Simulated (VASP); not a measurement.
# La2O3 (P-62m) in VASP: further runs, part 2 of 2

VASP 6.6.1. The steps go on from the part before.

## 3. Single point, LDA

This run uses another cell than the first one, of 24.24 Å³/atom.

Input file INCAR:

```
  PREC = Accurate
  ENCUT = 520
  EDIFF = 1E-6
  ISMEAR = 0
  SIGMA = 0.01
  LREAL = False
  LASPH = True
  NELM = 80
  ALGO = Normal
  ISIF = 2
  LWAVE = False
  LCHARG = True
  GGA = CA
  LELF = True
  LVHAR = True
  NBANDS = 28
```

Input file KPOINTS:

```
regular mesh
0
Gamma
  6 6 6
```

Input file POSCAR:

```
La2O3
1.0
    6.4296258379      0.0000000000      0.0000000000
   -3.2148129189      5.5682186148      0.0000000000
    0.0000000000      0.0000000000      3.3855163977
La O
2 3
Direct
    0.3333333333      0.6666666667      0.5000000000
    0.6666666667      0.3333333333      0.5000000000
    0.4919900000      0.4919900000      0.0000000000
    0.0000000000      0.5080100000      0.0000000000
    0.5080100000      0.0000000000      0.0000000000
```

Potentials or basis: VASP PAW LDA potentials, release 64 (La, O).

Command:

```bash
$ cat potpaw_LDA.64/La/POTCAR potpaw_LDA.64/O/POTCAR > POTCAR
$ mpirun -np 1 vasp_std > vasp.out
```

OUTCAR:

```text
PREC = Accurate
   ENCUT = 520
   EDIFF = 1E-6
   ISMEAR = 0
   LREAL = False
   LASPH = True
   NELM = 80
   ISIF = 2
   GGA = CA

 ion  position               nearest neighbor table
   1  0.333  0.667  0.500-   5 2.51   5 2.51   3 2.51   3 2.51   4 2.51   4 2.51
   2  0.667  0.333  0.500-   5 2.51   5 2.51   4 2.51   4 2.51   3 2.51   3 2.51
   3  0.492  0.492  0.000-   1 2.51   1 2.51   2 2.51   2 2.51
   4  0.000  0.508  0.000-   2 2.51   2 2.51   1 2.51   1 2.51
   5  0.508  0.000  0.000-   2 2.51   2 2.51   1 2.51   1 2.51

  LATTYP: Found a hexagonal cell.
 ALAT       =     6.4296258379
 C/A-ratio  =     0.5265495198

  Lattice vectors:

 A1 = (   6.4296258379,   0.0000000000,   0.0000000000)
 A2 = (  -3.2148129189,   5.5682186148,   0.0000000000)
 A3 = (   0.0000000000,   0.0000000000,   3.3855163977)

Analysis of symmetry for initial positions (statically):
=====================================================================
 Subroutine PRICEL returns:
 Original cell was already a primitive cell.

 Routine SETGRP: Setting up the symmetry group for a
 hexagonal supercell.

 Subroutine GETGRP returns: Found 12 space group operations
 (whereof 12 operations were pure point group operations)
 out of a pool of 24 trial point group operations.

The static configuration has the point symmetry D_3h.

Analysis of symmetry for dynamics (positions and initial velocities):
=====================================================================
 Subroutine PRICEL returns:
 Original cell was already a primitive cell.

 Routine SETGRP: Setting up the symmetry group for a
 hexagonal supercell.

 Subroutine GETGRP returns: Found 12 space group operations
 (whereof 12 operations were pure point group operations)
 out of a pool of 24 trial point group operations.

The dynamic configuration has the point symmetry D_3h.
[... 122 lines left out ...]
   IALGO  =     38    algorithm
   IMIX   =      4    mixing-type and parameters
     AMIX     =   0.40;   BMIX     =  1.00
     AMIX_MAG =   1.60;   BMIX_MAG =  1.00
  volume/ion in A,a.u.               =      24.24       163.59
  Fermi-wavevector in a.u.,A,eV,Ry     =   1.131321  2.137887 17.413924  1.279887
  Thomas-Fermi vector in A             =   2.268020
   LORBIT       =      0    0 simple, 1 ext, 2 COOP (PROOUT), +10 PAW based schemes
   GGA     = CA    functional components
   LHFCALC =     F    Hartree Fock is set to
   AEXX    =    0.0000 exact exchange contribution
   IVDW    =     0    specifies the selected vdW correction
   LEPSILON=     F    determine dielectric tensor
   LRPA    =     F    only Hartree local field effects (RPA)
 non-spin polarized calculation
 Gauss-broadening in eV      SIGMA  =   0.01
  energy-cutoff  :      520.00
  volume of cell :      121.21
 maximum number of plane-waves:      3287
 NGX is ok and might be reduce to    48
   NGX = 23   NGY = 23   NGZ = 13

 number of electron      40.0000004 magnetization

 Free energy of the ion-electron system (eV)
  ---------------------------------------------------
  ext. energy  EPLUGINS =         0.00000000
  ---------------------------------------------------
  free energy    TOTEN  =       -44.03318963 eV

  energy without entropy =      -44.03318963  energy(sigma->0) =      -44.03318963

 E-fermi :   2.3418     XC(G=0):  -8.5175

 val. band max:        2.2781495365   @ k =   0.0000   0.0000   0.5000
 cond. band min:       3.9887775976   @ k =   0.0000   0.0000   0.0000
 fundamental gap:      1.7106280612
 Fermi energy:         2.3417536850

 k-point     1 :       0.0000    0.0000    0.0000
  band No.  band energies     occupation
      1     -28.0961      2.00000
      2     -27.9342      2.00000
      3     -14.4405      2.00000
      4     -14.4405      2.00000
      5     -12.9074      2.00000
      6     -11.6660      2.00000
[... 733 lines left out ...]
     27       6.6647      0.00000
     28       6.7492      0.00000

 [... further k-points ...]

------------------------ aborting loop because EDIFF is reached ----------------------------------------

  FORCE on cell =-STRESS in cart. coord.  units (eV):
  Direction    XX          YY          ZZ          XY          YZ          ZX
  --------------------------------------------------------------------------------------
  -------------------------------------------------------------------------------------
  Total       -5.0891644     -5.0891632    -10.9332201     -0.0000000     -0.0000000      0.0000000
  in kB      -67.2713536    -67.2713368   -144.5212713     -0.0000000     -0.0000000      0.0000000
  external PRESSURE =     -93.0213206 kB  Pullay stress =       0.0000000 kB

 VOLUME and BASIS-vectors are now :
 -----------------------------------------------------------------------------
  energy-cutoff  :      520.00
  volume of cell :      121.21
      direct lattice vectors                 reciprocal lattice vectors
     6.429625838  0.000000000  0.000000000     0.155530046  0.089795325  0.000000000
    -3.214812919  5.568218615  0.000000000     0.000000000  0.179590650  0.000000000
     0.000000000  0.000000000  3.385516398     0.000000000  0.000000000  0.295375914

 POSITION                                       TOTAL-FORCE (eV/Angst)
 -----------------------------------------------------------------------------------
     -0.00000      3.71215      1.69276        -0.000000      0.000000     -0.000000
      3.21481      1.85607      1.69276        -0.000000      0.000000     -0.000000
      1.58166      2.73951      0.00000         0.052531      0.090986      0.000000
     -1.63316      2.82871      0.00000         0.052531     -0.090986     -0.000000
      3.26631      0.00000      0.00000        -0.105062      0.000000     -0.000000
 -----------------------------------------------------------------------------------
    total drift:                                0.000002      0.000000     -0.000000

  FREE ENERGIE OF THE ION-ELECTRON SYSTEM (eV)
  ---------------------------------------------------
  free  energy   TOTEN  =       -44.0331896344 eV

  energy  without entropy=      -44.0331896344  energy(sigma->0) =      -44.03318963
```

Run time: 96 s. Hardware: 1 thread of Intel Xeon Platinum 8488C (Sapphire Rapids), shared host; peak memory 0.25 GiB.

What came out:

* Free energy: -44.0332 eV
* Pressure: -9.3 GPa
* Largest force: 0.105 eV/Å
* Band gap on the k mesh: 1.71 eV (least direct gap 2.05 eV)

Forces on the atoms (eV/Å):
```
La   0.000  0.000  0.000
La   0.000  0.000  0.000
O    0.053  0.091  0.000
O    0.053 -0.091  0.000
O   -0.105  0.000  0.000
```

Stress tensor (GPa, compression positive):
```
 -6.73   0.00   0.00
  0.00  -6.73   0.00
  0.00   0.00 -14.45
```

Caveat: the cell stands under tension; spin-orbit coupling is left out, which moves the levels of the heavy elements.

## 4. Single point, LDA

This run uses another cell than the first one, of 25.14 Å³/atom.

Input file INCAR:

```
  PREC = Accurate
  ENCUT = 520
  EDIFF = 1E-7
  ISMEAR = 0
  SIGMA = 0.01
  LREAL = False
  LASPH = True
  NELM = 100
  ALGO = Normal
  ISIF = 2
  LWAVE = False
  LCHARG = False
  NBANDS = 28
```

KPOINTS is that of step 3.

POSCAR, as its differences from that of step 3:

```diff
@@ -2,5 +2,5 @@
 1.0
-    6.4296258379      0.0000000000      0.0000000000
-   -3.2148129189      5.5682186148      0.0000000000
-    0.0000000000      0.0000000000      3.3855163977
+    6.5080436375      0.0000000000      0.0000000000
+   -3.2540218188      5.6361304129      0.0000000000
+    0.0000000000      0.0000000000      3.4268072525
 La O
```

Command:

```bash
$ cat potpaw_LDA.64/La/POTCAR potpaw_LDA.64/O/POTCAR > POTCAR
$ mpirun -np 1 vasp_std > vasp.out
```

Run time: 1.7 min. Hardware: 1 thread of Intel Xeon Platinum 8488C (Sapphire Rapids), shared host; peak memory 0.26 GiB.

The run converged. Its results:

* Free energy: -43.7434 eV
* Pressure: -11.5 GPa
* Largest force: 0.117 eV/Å
* Band gap on the k mesh: 1.70 eV (least direct gap 2.04 eV)

Forces in eV/Å, atoms in the order of the input:
```
La   0.000  0.000  0.000
La   0.000  0.000  0.000
O    0.058  0.101  0.000
O    0.058 -0.101  0.000
O   -0.117  0.000  0.000
```

Stress tensor (GPa, compression positive):
```
 -8.53   0.00   0.00
  0.00  -8.53   0.00
  0.00   0.00 -17.33
```

Levels at points of the mesh, in eV from the valence-band top:
```tsv
k point	band 16	band 17	band 18	band 19	band 20	band 21	band 22	band 23	band 24	band 25
(0.00, 0.00, 0.00)	-1.45	-0.79	-0.79	-0.39	-0.33	1.70	3.33	3.68	3.68	4.21
(0.50, 0.00, 0.00)	-1.35	-1.19	-0.90	-0.79	-0.70	2.68	3.37	3.85	3.92	4.01
(0.00, 0.00, 0.50)	-1.33	-0.76	-0.76	-0.18	0.00	3.84	3.89	3.90	3.98	4.05
(0.50, 0.00, 0.50)	-1.53	-1.41	-0.94	-0.54	-0.31	3.89	3.94	3.94	4.05	4.05
```

Caveat: the cell stands under tension; spin-orbit coupling is left out, which moves the levels of the heavy elements.

## 5. The runs side by side

| cell | gap on the mesh (eV) | pressure (GPa) | largest force (eV/Å) |
| --- | --- | --- | --- |
| a = 6.349, b = 6.349, c = 3.343 Å, angles 90.0, 90.0, 120.0°, 5 atoms | 1.58 | -6.6 | 0.09 |
| a = 6.430, b = 6.430, c = 3.386 Å, angles 90.0, 90.0, 120.0°, 5 atoms | 1.71 | -9.3 | 0.11 |
| a = 6.508, b = 6.508, c = 3.427 Å, angles 90.0, 90.0, 120.0°, 5 atoms | 1.70 | -11.5 | 0.12 |

Alike in all rows: task single point; level LDA; potentials or basis VASP PAW LDA potentials, release 64 (La, O); no spin polarisation; k mesh 6 × 6 × 6; cutoff (eV) 520; smearing gaussian 0.01 eV.

Caveats: the cell stands under tension; spin-orbit coupling is left out, which moves the levels of the heavy elements.

Total energies depend on the potentials used, so only differences within one code and one set of settings carry meaning.
